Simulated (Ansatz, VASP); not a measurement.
**Two plane-wave programs on BP**

```
B P
1.0
     0.00000    2.26900    2.29169
     2.26900    0.00000    2.29169
     2.26900    2.26900    0.00000
B P
1 1
Direct
  0.00000 0.00000 0.00000
  0.75000 0.75000 0.75000
```

Change from the starting cell: zz strain of +1 %, PAW files.

Alike in both runs: task electric field gradients; functional LDA; k mesh 15 × 15 × 15; occupations fermi-dirac, width 0.05 eV; no spin polarisation.

|  | VASP | Ansatz |
| --- | --- | --- |
| version | VASP 6.6.1 | Ansatz 0.2.0 |
| potentials or method | VASP PAW LDA potentials, release 64 (B, P) | PAW with Ansatz's default frozen-core files, scalar-relativistic |
| plane-wave cutoff (eV) | 520 | 420 |
| valence electrons in the cell | 8 | 8 |

Ansatz gave:

- pressure (GPa): -6.7
- traceless stress, the component that is largest in VASP (GPa): -1.78
- size of Vzz on the site where it differs most (V/Å²): 0.1

Problem. Which values does VASP return?

Solution. Pressure (GPa): -6.8; traceless stress, the component that is largest in VASP (GPa): -1.78; size of Vzz on the site where it differs most (V/Å²): 0.1.

LDA's correlation is that of Perdew and Zunger in VASP and of Perdew and Wang (1992) in Ansatz.
